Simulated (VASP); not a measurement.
# BN (P1) in VASP: notebook

BN is run at these levels: PBE; tasks: single point.

Program: VASP 6.6.1. These are calculated values, not measurements. Logs are shortened: lines on timing, memory, paths and dates and some standing lists are left out, and cuts for length are marked.

**1. The cell of the first run**

The typed cell holds 4 atoms: a = 2.555 Å, b = 2.555 Å, c = 4.225 Å, α = 90.00°, β = 90.00°, γ = 120.00°.

**2. Single point, PBE (atom 3 (N) moved by (-0.450, -0.450) A along x and z)**

File INCAR:

```
SYSTEM = BN
PREC     = Accurate       ! precision mode
ENCUT    = 520            ! plane-wave cutoff, eV
EDIFF    = 1E-6           ! SCF threshold, eV
ISMEAR   = 0              ! smearing method
SIGMA    = 0.05           ! smearing width, eV
LREAL    = .False.        ! projectors in reciprocal space
LASPH    = .True.         ! aspherical terms in the spheres
NELM     = 60             ! most SCF steps
ALGO     = Normal         ! electronic algorithm
ISIF     = 2              ! what is computed and relaxed
LWAVE    = .False.        ! write WAVECAR
LCHARG   = .False.        ! write CHGCAR
GGA      = PE             ! functional
NBANDS   = 16             ! bands
```

File KPOINTS:

```
regular mesh
0
Gamma
  12 12 6
  0 0 0
```

File POSCAR:

```
BN
1.0
    2.5545800960      0.0000000000      0.0000000000
   -1.2772900480      2.2123312591      0.0000000000
    0.0000000000      0.0000000000      4.2245145352
B N
2 2
Direct
    0.6666666667      0.3333333333      0.9998058547
    0.3333333333      0.6666666667      0.4998058547
    0.4905124718      0.3333333333      0.5186730300
    0.3333333333      0.6666666667      0.1251941453
```

Potentials or basis: VASP PAW PBE potentials, release 64 (B, N).

Launch:

```sh
$ cat potpaw_PBE.64/B/POTCAR potpaw_PBE.64/N/POTCAR > POTCAR
$ mpirun -np 1 vasp_std > vasp.out
```

OUTCAR:

```text
SYSTEM = BN
   PREC = Accurate
   ENCUT = 520
   EDIFF = 1E-6
   ISMEAR = 0
   LREAL = .False.
   LASPH = .True.
   NELM = 60
   ISIF = 2
   GGA = PE

 ion  position               nearest neighbor table
   1  0.667  0.333  1.000-   4 1.57   4 1.57   4 1.57
   2  0.333  0.667  0.500-   3 1.11   3 1.54   4 1.58   3 1.88
   3  0.491  0.333  0.519-   2 1.11   2 1.54   2 1.88
   4  0.333  0.667  0.125-   1 1.57   1 1.57   1 1.57   2 1.58

  LATTYP: Found a hexagonal cell.
 ALAT       =     2.5545800960
 C/A-ratio  =     1.6537021258

  Lattice vectors:

 A1 = (   2.5545800960,   0.0000000000,   0.0000000000)
 A2 = (  -1.2772900480,   2.2123312591,   0.0000000000)
 A3 = (   0.0000000000,   0.0000000000,   4.2245145352)

Analysis of symmetry for initial positions (statically):
=====================================================================
 Subroutine PRICEL returns:
 Original cell was already a primitive cell.

 Routine SETGRP: Setting up the symmetry group for a
 hexagonal supercell.

 Subroutine GETGRP returns: Found  1 space group operations
 (whereof  1 operations were pure point group operations)
 out of a pool of 24 trial point group operations.

The static configuration has the point symmetry C_1 .

Analysis of symmetry for dynamics (positions and initial velocities):
=====================================================================
 Subroutine PRICEL returns:
 Original cell was already a primitive cell.

 Routine SETGRP: Setting up the symmetry group for a
 hexagonal supercell.

 Subroutine GETGRP returns: Found  1 space group operations
 (whereof  1 operations were pure point group operations)
 out of a pool of 24 trial point group operations.

The dynamic configuration has the point symmetry C_1 .

 Subroutine INISYM returns: Found  1 space group operations
 (whereof  1 operations are pure point group operations),
 and found     1 'primitive' translations

----------------------------------------------------------------------------------------

                                     Primitive cell

  volume of cell :      23.8752

  direct lattice vectors                    reciprocal lattice vectors
     2.554580096  0.000000000  0.000000000     0.391453766  0.226005937  0.000000000
    -1.277290048  2.212331259  0.000000000     0.000000000  0.452011875  0.000000000
     0.000000000  0.000000000  4.224514535     0.000000000  0.000000000  0.236713590

  length of vectors
     2.554580096  2.554580096  4.224514535     0.452011875  0.452011875  0.236713590

  position of ions in fractional coordinates (direct lattice)
     0.666666667  0.333333333  0.999805855
     0.333333333  0.666666667  0.499805855
     0.490512472  0.333333333  0.518673030
     0.333333333  0.666666667  0.125194145

  ion indices of the primitive-cell ions
   primitive index   ion index
                 1           1
                 2           2
                 3           3
                 4           4

----------------------------------------------------------------------------------------

 KPOINTS: regular mesh

Automatic generation of k-mesh.
 Grid dimensions read from file:
 generate k-points for:   12   12    6

 Generating k-lattice:

  Cartesian coordinates                     Fractional coordinates (reciprocal lattice)
     0.032621147  0.018833828  0.000000000     0.083333333  0.000000000  0.000000000
     0.000000000  0.037667656  0.000000000     0.000000000  0.083333333  0.000000000
     0.000000000  0.000000000  0.039452265     0.000000000  0.000000000  0.166666667

  Length of vectors
     0.037667656  0.037667656  0.039452265

  Shift w.r.t. Gamma in fractional coordinates (k-lattice)
     0.000000000  0.000000000  0.000000000

 Subroutine IBZKPT returns following result:
 ===========================================

 Found    436 irreducible k-points:

 Following reciprocal coordinates:
            Coordinates               Weight
  0.000000  0.000000  0.000000      1.000000
  0.083333 -0.000000  0.000000      2.000000
  0.000000  0.083333  0.000000      2.000000
 -0.083333  0.083333  0.000000      2.000000
  0.166667  0.000000  0.000000      2.000000
  0.000000  0.166667  0.000000      2.000000
[... 16 lines left out ...]
  0.166667  0.083333  0.000000      2.000000
 -0.083333  0.250000  0.000000      2.000000
 [... further k-points ...]
   k-points           NKPTS =    436   k-points in BZ     NKDIM =    436   number of bands    NBANDS=     16
   number of dos      NEDOS =    301   number of ions     NIONS =      4
   total plane-waves  NPLWV =  12800
   dimension x,y,z NGX =    20 NGY =   20 NGZ =   32
   dimension x,y,z NGXF=    40 NGYF=   40 NGZF=   64
   ions per type =               2   2
   NGX,Y,Z   is equivalent  to a cutoff of  13.02, 13.02, 12.59 a.u.
   NGXF,Y,Z  is equivalent  to a cutoff of  26.03, 26.03, 25.19 a.u.
 SYSTEM =  BN
   PREC   = accura    normal or accurate (medium, high low for compatibility)
   ISTART =      0    job   : 0-new  1-cont  2-samecut
   ICHARG =      2    charge: 1-file 2-atom 10-const
   ISPIN  =      1    spin polarized calculation?
   LNONCOLLINEAR =      F non collinear calculations
   LSORBIT =      F    spin-orbit coupling
   LASPH  =      T    aspherical Exc in radial PAW
   ENCUT  =  520.0 eV  38.22 Ry    6.18 a.u.   4.75  4.75  7.85*2*pi/ulx,y,z
   NELM   =     60;   NELMIN=  2; NELMDL= -5     # of ELM steps
   EDIFF  = 0.1E-05   stopping-criterion for ELM
   LREAL  =      F    real-space projection
   EDIFFG = 0.1E-04   stopping-criterion for IOM
   NSW    =      0    number of steps for IOM
   IBRION =     -1    ionic relax: 0-MD 1-quasi-New 2-CG
   NFREE  =      0    steps in history (QN), initial steepest desc. (CG)
   ISIF   =      2    stress and relaxation
   ISYM   =      2    0-nonsym 1-usesym 2-fastsym
   POTIM  = 0.5000    time-step for ionic-motion
   TEBEG  =    0.0;   TEEND  =   0.0 temperature during run
   PSTRESS=    0.0 pullay stress
   NELECT =      16.0000    total number of electrons
   NUPDOWN=      -1.0000    fix difference up-down
   EMIN   =  10.00;   EMAX   =-10.00  energy-range for DOS
   EFERMI =   0.00;   METHOD = LEGACY
   ISMEAR =     0;   SIGMA  =   0.05  broadening in eV -4-tet -1-fermi 0-gaus
   EFERMI_NEDOS =   21; number of points for ismear=-14 and -15
   IALGO  =     38    algorithm
   IMIX   =      4    mixing-type and parameters
     AMIX     =   0.40;   BMIX     =  1.00
     AMIX_MAG =   1.60;   BMIX_MAG =  1.00
  volume/ion in A,a.u.               =       5.97        40.28
  Fermi-wavevector in a.u.,A,eV,Ry     =   1.432625  2.707270 27.924811  2.052416
  Thomas-Fermi vector in A             =   2.552232
   LORBIT       =      0    0 simple, 1 ext, 2 COOP (PROOUT), +10 PAW based schemes
   GGA     = PE    functional components
   LHFCALC =     F    Hartree Fock is set to
   AEXX    =    0.0000 exact exchange contribution
   IVDW    =     0    specifies the selected vdW correction
   LEPSILON=     F    determine dielectric tensor
   LRPA    =     F    only Hartree local field effects (RPA)
 non-spin polarized calculation
 Gauss-broadening in eV      SIGMA  =   0.05
  energy-cutoff  :      520.00
  volume of cell :       23.88
 maximum number of plane-waves:       660
   NGX =  9   NGY =  9   NGZ = 15

 number of electron      16.0000001 magnetization

 Free energy of the ion-electron system (eV)
  ---------------------------------------------------
  ext. energy  EPLUGINS =         0.00000000
  ---------------------------------------------------
  free energy    TOTEN  =       -27.48270798 eV

  energy without entropy =      -27.48270798  energy(sigma->0) =      -27.48270798

 E-fermi :   9.3319     XC(G=0): -12.7250

 val. band max:        9.0084473443   @ k =   0.0000   0.0000   0.0000
 cond. band min:      10.7054913902   @ k =  -0.4167   0.0000   0.1667
 fundamental gap:      1.6970440459
 Fermi energy:         9.3319045384

 k-point     1 :       0.0000    0.0000    0.0000
  band No.  band energies     occupation
      1     -13.4634      2.00000
      2      -8.6239      2.00000
      3      -3.2908      2.00000
      4       0.9310      2.00000
      5       5.9404      2.00000
      6       6.4169      2.00000
[... 8 lines left out ...]
     15      23.3090      0.00000
     16      25.7728      0.00000

 k-point     2 :       0.0833   -0.0000    0.0000
  band No.  band energies     occupation
      1     -13.3205      2.00000
      2      -8.5126      2.00000
      3      -3.1468      2.00000
      4       0.8016      2.00000
      5       5.0997      2.00000
      6       6.1972      2.00000
[... 8 lines left out ...]
     15      23.2872      0.00000
     16      25.9936      0.00000

 k-point     3 :       0.0000    0.0833    0.0000
  band No.  band energies     occupation
      1     -13.3239      2.00000
      2      -8.5334      2.00000
      3      -3.1344      2.00000
      4       0.7044      2.00000
      5       5.4779      2.00000
      6       6.0306      2.00000
[... 8 lines left out ...]
     15      22.9123      0.00000
     16      26.4922      0.00000

 k-point     4 :      -0.0833    0.0833    0.0000
  band No.  band energies     occupation
      1     -13.3245      2.00000
      2      -8.5426      2.00000
      3      -3.1255      2.00000
      4       0.6839      2.00000
      5       5.4678      2.00000
      6       5.9146      2.00000
[... 8 lines left out ...]
     15      22.6789      0.00000
     16      25.8322      0.00000

 k-point     5 :       0.1667    0.0000    0.0000
  band No.  band energies     occupation
      1     -12.8993      2.00000
      2      -8.1902      2.00000
      3      -2.7291      2.00000
      4       0.4369      2.00000
      5       3.2789      2.00000
      6       5.6322      2.00000
[... 8 lines left out ...]
     15      23.2448      0.00000
     16      25.8641      0.00000

 k-point     6 :       0.0000    0.1667    0.0000
  band No.  band energies     occupation
      1     -12.9122      2.00000
      2      -8.2799      2.00000
      3      -2.6771      2.00000
      4       0.0773      2.00000
      5       4.1086      2.00000
      6       5.3694      2.00000
[... 8 lines left out ...]
     15      22.5074      0.00000
     16      26.5993      0.00000
[... 267 lines left out ...]
 k-point    21 :      -0.0833    0.1667    0.0000
  band No.  band energies     occupation
      1     -13.0525      2.00000
      2      -8.3998      2.00000
      3      -2.7966      2.00000
      4       0.2068      2.00000
      5       4.8240      2.00000
      6       5.1831      2.00000
[... 8 lines left out ...]
     15      22.1225      0.00000
     16      26.2506      0.00000

 k-point    22 :      -0.1667    0.0833    0.0000
  band No.  band energies     occupation
      1     -13.0425      2.00000
      2      -8.3377      2.00000
      3      -2.8337      2.00000
      4       0.4081      2.00000
      5       4.0685      2.00000
      6       5.4892      2.00000
[... 8 lines left out ...]
     15      22.7068      0.00000
     16      25.7290      0.00000

 k-point    23 :       0.1667    0.0833    0.0000
  band No.  band energies     occupation
      1     -12.4935      2.00000
      2      -7.8955      2.00000
      3      -2.3366      2.00000
      4      -0.0392      2.00000
      5       2.2746      2.00000
      6       4.7228      2.00000
[... 8 lines left out ...]
     15      23.4666      0.00000
     16      25.6083      0.00000

 k-point    24 :      -0.0833    0.2500    0.0000
  band No.  band energies     occupation
      1     -12.5182      2.00000
      2      -8.1238      2.00000
      3      -2.1925      2.00000
      4      -0.4790      2.00000
      5       3.3073      2.00000
      6       4.4420      2.00000
[... 8 lines left out ...]
     15      22.2292      0.00000
     16      25.2514      0.00000

 [... further k-points ...]
[... 5 lines left out ...]
  --------------------------------------------------------------------------------------
  -------------------------------------------------------------------------------------
  Total       16.5314366     12.8123671      8.4490829    -13.0168252     -2.2404486      1.6168688
  in kB     1109.3655897    859.7921364    566.9877339   -873.5125872   -150.3484935    108.5022802
  external PRESSURE =     845.3818200 kB  Pullay stress =       0.0000000 kB

 VOLUME and BASIS-vectors are now :
 -----------------------------------------------------------------------------
  energy-cutoff  :      520.00
  volume of cell :       23.88
      direct lattice vectors                 reciprocal lattice vectors
     2.554580096  0.000000000  0.000000000     0.391453766  0.226005937  0.000000000
    -1.277290048  2.212331259  0.000000000     0.000000000  0.452011875  0.000000000
     0.000000000  0.000000000  4.224514535     0.000000000  0.000000000  0.236713590

 POSITION                                       TOTAL-FORCE (eV/Angst)
 -----------------------------------------------------------------------------------
      1.27729      0.73744      4.22369        -0.785648      0.078207      1.101192
     -0.00000      1.47489      2.11144       -20.435352     16.893346     -5.508287
      0.82729      0.73744      2.19114        22.681181    -17.578574     12.064768
     -0.00000      1.47489      0.52888        -1.460182      0.607022     -7.657672
 -----------------------------------------------------------------------------------
    total drift:                                0.000426     -0.000103      0.000073

  FREE ENERGIE OF THE ION-ELECTRON SYSTEM (eV)
  ---------------------------------------------------
  free  energy   TOTEN  =       -27.4827079817 eV

  energy  without entropy=      -27.4827079817  energy(sigma->0) =      -27.48270798
```

Run time: 4 min. Hardware: 1 thread of Intel Xeon 8259CL, shared host; peak memory 0.25 GiB.

What came out:

```
Free energy            : -27.4827 eV
Pressure               : 84.5 GPa
Largest force          : 31.129 eV/Å
Band gap on the k mesh : 1.70 eV, indirect (least direct gap 3.05 eV)
```

Forces on the atoms (eV/Å):
```
B    -0.786   0.078   1.101
B   -20.435  16.893  -5.508
N    22.681 -17.579  12.065
N    -1.460   0.607  -7.658
```

Stress tensor (GPa, compression positive):
```
110.94 -87.35  10.85
-87.35  85.98 -15.03
 10.85 -15.03  56.70
```

Levels at points of the mesh, in eV from the valence-band top:
```csv
k point,band 5,band 6,band 7,band 8,band 9,band 10,band 11,band 12
"(0.00, 0.00, 0.00)",-3.07,-2.59,-1.42,0.00,3.32,6.23,7.42,7.68
"(0.50, 0.00, 0.00)",-8.75,-8.23,-4.95,-2.41,2.06,5.62,7.04,10.40
"(0.00, 0.50, 0.00)",-7.94,-5.97,-4.24,-3.88,2.20,4.49,6.73,9.13
"(0.50, 0.50, 0.00)",-7.32,-6.56,-5.33,-3.89,4.43,5.56,7.26,9.67
"(0.00, 0.00, 0.50)",-5.08,-3.00,-2.73,-1.35,4.88,5.55,7.73,8.14
"(0.50, 0.00, 0.50)",-8.79,-6.19,-5.22,-2.72,2.24,5.72,7.29,8.07
"(0.00, 0.50, 0.50)",-6.02,-5.31,-4.53,-2.42,2.20,2.83,5.34,6.87
"(0.50, 0.50, 0.50)",-6.14,-4.91,-4.56,-2.10,1.75,4.03,5.66,7.38
```

Caveat: the cell differs from its parent crystal (atom 3 (N) moved by (-0.450, -0.450) A along x and z); forces of over 1 eV/Å act on the atoms, so gaps and moduli don't describe the material at rest. A k mesh can miss the band edges.

(Part 1 of 2 ends here.)
